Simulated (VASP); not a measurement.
# WC (P1) in VASP: single point with LDA

Aim: the single point of WC with LDA.

All numbers are computed with VASP 6.6.1; they aren't measurements. Logs are shortened: lines on timing, memory, paths and dates and some standing lists are left out, and cuts for length are marked.

**1. The cell of the first run**

The typed cell holds 16 atoms: a = 6.080 Å, b = 5.265 Å, c = 5.948 Å, α = 90.00°, β = 90.00°, γ = 90.00°.

**2. Single point, LDA**

INCAR reads:

```
PREC = Accurate
ENCUT = 520
EDIFF = 1E-6
ISMEAR = -1
SIGMA = 0.24
LREAL = Auto
LASPH = True
NELM = 80
ALGO = Normal
ISIF = 2
LWAVE = False
LCHARG = False
NBANDS = 86
```

KPOINTS reads:

```
Automatic mesh
0
Gamma
  2 2 2
```

POSCAR reads:

```
WC
1.0
   -3.0399550000     -5.2653570000      0.0000000000
    4.5599330000     -2.6326780000      0.0000000000
    0.0000000000      0.0000000000      5.9480900000
W C
8 8
Direct
    0.7452960920      0.5194520580     -0.0193339374
    0.7552519869      0.5167470781      0.4727399888
    0.5007347538      0.0218229343     -0.0151981560
    0.5077240168      0.0271403469      0.4878877085
    0.2527268893      0.5232704890     -0.0106084474
    0.2478622984      0.5288214176      0.4787251034
   -0.0029409486      0.0161755992     -0.0300768818
    0.0064462808      0.0170389353      0.4876859631
    0.4981814355      0.6987929748      0.2219199777
    0.4824883727      0.7000197022      0.7439531009
    0.2432676155      0.1718057270      0.2299057344
    0.2838801101      0.2029377976      0.7292088721
    0.0031943507      0.6820737679      0.2318055040
    0.0122735886      0.6633455266      0.7316466294
    0.7425177304      0.1866081118      0.2211970565
    0.7484807155      0.1898378098      0.7286876964
```

Potentials or basis: VASP PAW LDA potentials, release 64 (W_sv, C).

The run is started by

```sh
$ cat potpaw_LDA.64/W_sv/POTCAR potpaw_LDA.64/C/POTCAR > POTCAR
$ mpirun -np 1 vasp_std > vasp.out
```

OUTCAR:

```text
PREC = Accurate
   ENCUT = 520
   EDIFF = 1E-6
   ISMEAR = -1
   LREAL = Auto
   LASPH = True
   NELM = 80
   ISIF = 2

 ion  position               nearest neighbor table
   1  0.745  0.519  0.981-  15 2.26   9 2.28  16 2.29  14 2.32  13 2.33  10 2.33   2 2.93   5 3.00
                             3 3.01   2 3.02   7 3.03   3 3.03   7 3.06   5 3.09
   2  0.755  0.517  0.473-  13 2.25  15 2.29  16 2.30  14 2.33   9 2.36  10 2.51   1 2.93   4 2.99
                             6 3.00   1 3.02   8 3.04   8 3.05   4 3.08   6 3.09
   3  0.501  0.022  0.985-   9 2.21  15 2.21  10 2.22  12 2.23  11 2.28  16 2.32   4 2.96   4 2.99
                             1 3.01   7 3.02   5 3.03   1 3.03   5 3.04   7 3.06
   4  0.508  0.027  0.488-  12 2.18  16 2.22  15 2.29  10 2.30   9 2.34  11 2.35   3 2.96   2 2.99
                             3 2.99   8 3.03   8 3.05   6 3.06   6 3.08   2 3.08
   5  0.253  0.523  0.989-  10 2.22   9 2.23  14 2.24  13 2.25  12 2.30  11 2.34   6 2.91   1 3.00
                             3 3.03   7 3.03   6 3.04   3 3.04   1 3.09   7 3.09
   6  0.248  0.529  0.479-  14 2.19  13 2.24  12 2.28  10 2.31   9 2.33  11 2.39   5 2.91   8 2.96
                             2 3.00   5 3.04   4 3.06   8 3.07   4 3.08   2 3.09
   7  0.997  0.016  0.970-  16 2.28  11 2.30  15 2.33  14 2.34  13 2.35  12 2.46   8 2.87   3 3.02
                             5 3.03   1 3.03   1 3.06   3 3.06   8 3.08   5 3.09
   8  0.006  0.017  0.488-  11 2.26  16 2.31  13 2.33  14 2.36  12 2.42  15 2.43   7 2.87   6 2.96
                             4 3.03   2 3.04   2 3.05   4 3.05   6 3.07   7 3.08
   9  0.498  0.699  0.222-   3 2.21   5 2.23   1 2.28   6 2.33   4 2.34   2 2.36
  10  0.482  0.700  0.744-   3 2.22   5 2.22   4 2.30   6 2.31   1 2.33   2 2.51
  11  0.243  0.172  0.230-   8 2.26   3 2.28   7 2.30   5 2.34   4 2.35   6 2.39
  12  0.284  0.203  0.729-   4 2.18   3 2.23   6 2.28   5 2.30   8 2.42   7 2.46
  13  0.003  0.682  0.232-   6 2.24   5 2.25   2 2.25   1 2.33   8 2.33   7 2.35
  14  0.012  0.663  0.732-   6 2.19   5 2.24   1 2.32   2 2.33   7 2.34   8 2.36
  15  0.743  0.187  0.221-   3 2.21   1 2.26   4 2.29   2 2.29   7 2.33   8 2.43
  16  0.748  0.190  0.729-   4 2.22   7 2.28   1 2.29   2 2.30   8 2.31   3 2.32

  LATTYP: Found a simple orthorhombic cell.
 ALAT       =     5.2653568176
 B/A-ratio  =     1.1296651312
 C/A-ratio  =     1.1547005517

  Lattice vectors:

 A1 = (   4.5599330000,  -2.6326780000,   0.0000000000)
 A2 = (   0.0000000000,   0.0000000000,   5.9480900000)
 A3 = (  -3.0399550000,  -5.2653570000,   0.0000000000)

Analysis of symmetry for initial positions (statically):
=====================================================================
 Subroutine PRICEL returns:
 Original cell was already a primitive cell.

 Routine SETGRP: Setting up the symmetry group for a
 simple orthorhombic supercell.

 Subroutine GETGRP returns: Found  1 space group operations
 (whereof  1 operations were pure point group operations)
 out of a pool of  8 trial point group operations.

The static configuration has the point symmetry C_1 .

Analysis of symmetry for dynamics (positions and initial velocities):
=====================================================================
 Subroutine PRICEL returns:
 Original cell was already a primitive cell.

 Routine SETGRP: Setting up the symmetry group for a
 simple orthorhombic supercell.

 Subroutine GETGRP returns: Found  1 space group operations
 (whereof  1 operations were pure point group operations)
 out of a pool of  8 trial point group operations.

The dynamic configuration has the point symmetry C_1 .

 Subroutine INISYM returns: Found  1 space group operations
 (whereof  1 operations are pure point group operations),
 and found     1 'primitive' translations

----------------------------------------------------------------------------------------

                                     Primitive cell

  volume of cell :     190.4156

  direct lattice vectors                    reciprocal lattice vectors
    -3.039955000 -5.265357000  0.000000000    -0.082238041 -0.142440495  0.000000000
     4.559933000 -2.632678000  0.000000000     0.164476113 -0.094960319  0.000000000
     0.000000000  0.000000000  5.948090000     0.000000000  0.000000000  0.168121195

  length of vectors
     6.079910422  5.265356818  5.948090000     0.164476107  0.189920652  0.168121195

  position of ions in fractional coordinates (direct lattice)
     0.745296092  0.519452058  0.980666063
     0.755251987  0.516747078  0.472739989
     0.500734754  0.021822934  0.984801844
     0.507724017  0.027140347  0.487887708
     0.252726889  0.523270489  0.989391553
     0.247862298  0.528821418  0.478725103
[... 8 lines left out ...]
     0.742517730  0.186608112  0.221197057
     0.748480716  0.189837810  0.728687696

  ion indices of the primitive-cell ions
   primitive index   ion index
                 1           1
                 2           2
                 3           3
                 4           4
                 5           5
                 6           6
[... 8 lines left out ...]
                15          15
                16          16

----------------------------------------------------------------------------------------

 KPOINTS: Automatic mesh

Automatic generation of k-mesh.
 Grid dimensions read from file:
 generate k-points for:    2    2    2

 Generating k-lattice:

  Cartesian coordinates                     Fractional coordinates (reciprocal lattice)
    -0.041119020 -0.071220247  0.000000000     0.500000000  0.000000000  0.000000000
     0.082238057 -0.047480160  0.000000000     0.000000000  0.500000000  0.000000000
     0.000000000  0.000000000  0.084060598     0.000000000  0.000000000  0.500000000

  Length of vectors
     0.082238054  0.094960326  0.084060598

  Shift w.r.t. Gamma in fractional coordinates (k-lattice)
     0.000000000  0.000000000  0.000000000

 Subroutine IBZKPT returns following result:
 ===========================================

 Found      8 irreducible k-points:

 Following reciprocal coordinates:
            Coordinates               Weight
  0.000000  0.000000  0.000000      1.000000
  0.500000 -0.000000  0.000000      1.000000
  0.000000  0.500000  0.000000      1.000000
  0.500000  0.500000  0.000000      1.000000
  0.000000  0.000000  0.500000      1.000000
  0.500000 -0.000000  0.500000      1.000000
  0.000000  0.500000  0.500000      1.000000
  0.500000  0.500000  0.500000      1.000000
   k-points           NKPTS =      8   k-points in BZ     NKDIM =      8   number of bands    NBANDS=     86
   number of dos      NEDOS =    301   number of ions     NIONS =     16
   total plane-waves  NPLWV =  92160
   dimension x,y,z NGX =    48 NGY =   40 NGZ =   48
   dimension x,y,z NGXF=    96 NGYF=   80 NGZF=   96
   ions per type =               8   8
   NGX,Y,Z   is equivalent  to a cutoff of  13.12, 12.63, 13.42 a.u.
   NGXF,Y,Z  is equivalent  to a cutoff of  26.25, 25.26, 26.83 a.u.
 SYSTEM =  unknown system
   PREC   = accura    normal or accurate (medium, high low for compatibility)
   ISTART =      0    job   : 0-new  1-cont  2-samecut
   ICHARG =      2    charge: 1-file 2-atom 10-const
   ISPIN  =      1    spin polarized calculation?
   LNONCOLLINEAR =      F non collinear calculations
   LSORBIT =      F    spin-orbit coupling
   LASPH  =      T    aspherical Exc in radial PAW
   ENCUT  =  520.0 eV  38.22 Ry    6.18 a.u.  11.30  9.79 11.06*2*pi/ulx,y,z
   NELM   =     80;   NELMIN=  2; NELMDL= -5     # of ELM steps
   EDIFF  = 0.1E-05   stopping-criterion for ELM
   LREAL  =      T    real-space projection
   EDIFFG = 0.1E-04   stopping-criterion for IOM
   NSW    =      0    number of steps for IOM
   IBRION =     -1    ionic relax: 0-MD 1-quasi-New 2-CG
   NFREE  =      0    steps in history (QN), initial steepest desc. (CG)
   ISIF   =      2    stress and relaxation
   ISYM   =      2    0-nonsym 1-usesym 2-fastsym
   POTIM  = 0.5000    time-step for ionic-motion
   TEBEG  =    0.0;   TEEND  =   0.0 temperature during run
   PSTRESS=    0.0 pullay stress
   NELECT =     144.0000    total number of electrons
   NUPDOWN=      -1.0000    fix difference up-down
   EMIN   =  10.00;   EMAX   =-10.00  energy-range for DOS
   EFERMI =   0.00;   METHOD = LEGACY
   ISMEAR =    -1;   SIGMA  =   0.24  broadening in eV -4-tet -1-fermi 0-gaus
   EFERMI_NEDOS =   21; number of points for ismear=-14 and -15
   IALGO  =     38    algorithm
   IMIX   =      4    mixing-type and parameters
     AMIX     =   0.40;   BMIX     =  1.00
     AMIX_MAG =   1.60;   BMIX_MAG =  1.00
  volume/ion in A,a.u.               =      11.90        80.31
  Fermi-wavevector in a.u.,A,eV,Ry     =   1.491517  2.818558 30.267826  2.224622
  Thomas-Fermi vector in A             =   2.604162
   LORBIT       =      0    0 simple, 1 ext, 2 COOP (PROOUT), +10 PAW based schemes
   GGA     = CA    functional components
   LHFCALC =     F    Hartree Fock is set to
   AEXX    =    0.0000 exact exchange contribution
   IVDW    =     0    specifies the selected vdW correction
   LEPSILON=     F    determine dielectric tensor
   LRPA    =     F    only Hartree local field effects (RPA)
 non-spin polarized calculation
  energy-cutoff  :      520.00
  volume of cell :      190.42
 maximum number of plane-waves:      5164
 NGX is ok and might be reduce to    48
   NGX = 23   NGY = 19   NGZ = 23

 number of electron     144.0000007 magnetization

 Free energy of the ion-electron system (eV)
  ---------------------------------------------------
  ext. energy  EPLUGINS =         0.00000000
  ---------------------------------------------------
  free energy    TOTEN  =      -191.99690822 eV

  energy without entropy =     -191.07740656  energy(sigma->0) =     -191.53715739

 E-fermi :   9.4634     XC(G=0): -13.2367

 val. band max:        9.4151588013   @ k =   0.5000  -0.0000   0.0000
 cond. band min:       9.5069001594   @ k =   0.0000   0.0000   0.5000
 fundamental gap:      0.0917413581
 Fermi energy:         9.4634039239

 k-point     1 :       0.0000    0.0000    0.0000
  band No.  band energies     occupation
      1     -64.7203      2.00000
      2     -64.6885      2.00000
      3     -64.6767      2.00000
      4     -64.6711      2.00000
      5     -64.6508      2.00000
      6     -64.6299      2.00000
[... 76 lines left out ...]
     83      12.7523      0.00000
     84      12.9080      0.00000

 k-point     2 :       0.5000   -0.0000    0.0000
  band No.  band energies     occupation
      1     -64.7165      2.00000
      2     -64.6915      2.00000
      3     -64.6779      2.00000
      4     -64.6696      2.00000
      5     -64.6495      2.00000
      6     -64.6302      2.00000
[... 511 lines left out ...]
     83      12.3756      0.00001
     84      12.4040      0.00001

 k-point     8 :       0.5000    0.5000    0.5000
  band No.  band energies     occupation
      1     -64.7120      2.00000
      2     -64.6850      2.00000
      3     -64.6793      2.00000
      4     -64.6662      2.00000
      5     -64.6556      2.00000
      6     -64.6313      2.00000
[... 76 lines left out ...]
     83      12.4688      0.00001
     84      12.5084      0.00001
 [bands above 84 left out]

------------------------ aborting loop because EDIFF is reached ----------------------------------------

  FORCE on cell =-STRESS in cart. coord.  units (eV):
  Direction    XX          YY          ZZ          XY          YZ          ZX
  --------------------------------------------------------------------------------------
  -------------------------------------------------------------------------------------
  Total      -47.8609215    -48.8586063    -61.3650160     -0.4301067      0.1600329      0.2181859
  in kB     -402.7069450   -411.1015724   -516.3318498     -3.6189640      1.3465343      1.8358398
  external PRESSURE =    -443.3801224 kB  Pullay stress =       0.0000000 kB

 VOLUME and BASIS-vectors are now :
 -----------------------------------------------------------------------------
  energy-cutoff  :      520.00
  volume of cell :      190.42
      direct lattice vectors                 reciprocal lattice vectors
    -3.039955000 -5.265357000  0.000000000    -0.082238041 -0.142440495  0.000000000
     4.559933000 -2.632678000  0.000000000     0.164476113 -0.094960319  0.000000000
     0.000000000  0.000000000  5.948090000     0.000000000  0.000000000  0.168121195

 POSITION                                       TOTAL-FORCE (eV/Angst)
 -----------------------------------------------------------------------------------
      0.10300     -5.29180      5.83309        -0.188828     -0.539240     -0.208569
      0.06040     -5.33710      2.81190         0.367810      0.020652      0.761798
     -1.42270     -2.69400      5.85769         0.283264     -0.056644     -0.218830
     -1.41970     -2.74480      2.90200        -0.079002      0.640396     -0.779598
      1.61780     -2.70830      5.88499        -0.166660      0.429055     -0.874071
      1.65790     -2.69730      2.84750        -0.961816     -0.193282      0.524007
[... 8 lines left out ...]
     -1.40630     -4.40090      1.31570        -0.205785     -0.547255      0.518543
     -1.40970     -4.44080      4.33430        -0.363174     -0.458339     -0.029858
 -----------------------------------------------------------------------------------
    total drift:                                0.007696     -0.010359     -0.005334

  FREE ENERGIE OF THE ION-ELECTRON SYSTEM (eV)
  ---------------------------------------------------
  free  energy   TOTEN  =      -191.9969082162 eV

  energy  without entropy=     -191.0774065593  energy(sigma->0) =     -191.53715739
```

It took 4 min on 1 thread of Intel Xeon 6975P-C, shared host; peak memory 0.29 GiB.

What came out:

```yaml
Free_energy: -191.9969 eV
Pressure: -44.3 GPa
Largest_force: 1.955 eV/Å
Band_gap_on_the_k_mesh: zero (band 72 reaches 9.70 eV, above the bottom of band 73 at 9.22 eV)
```

Forces in eV/Å, atoms in the order of the input:
```
W   -0.189 -0.539 -0.209
W    0.368  0.021  0.762
W    0.283 -0.057 -0.219
W   -0.079  0.640 -0.780
W   -0.167  0.429 -0.874
W   -0.962 -0.193  0.524
W   -0.017 -0.469  1.267
W    0.276  0.104 -0.933
C   -0.715  0.294  0.757
C   -1.016 -0.815 -0.727
C    0.485 -0.572  0.056
C    0.413  1.911  0.041
C    0.320  0.199 -0.089
C    1.570  0.053 -0.064
C   -0.206 -0.547  0.519
C   -0.363 -0.458 -0.030
```

Stress tensor (GPa, compression positive):
```
-40.27  -0.36   0.18
 -0.36 -41.11   0.13
  0.18   0.13 -51.63
```

Caveat: the k points lie up to 0.60 Å⁻¹ apart; spin-orbit coupling is left out, which moves the levels of the heavy elements; forces of over 1 eV/Å act on the atoms, so gaps and moduli don't describe the material at rest.
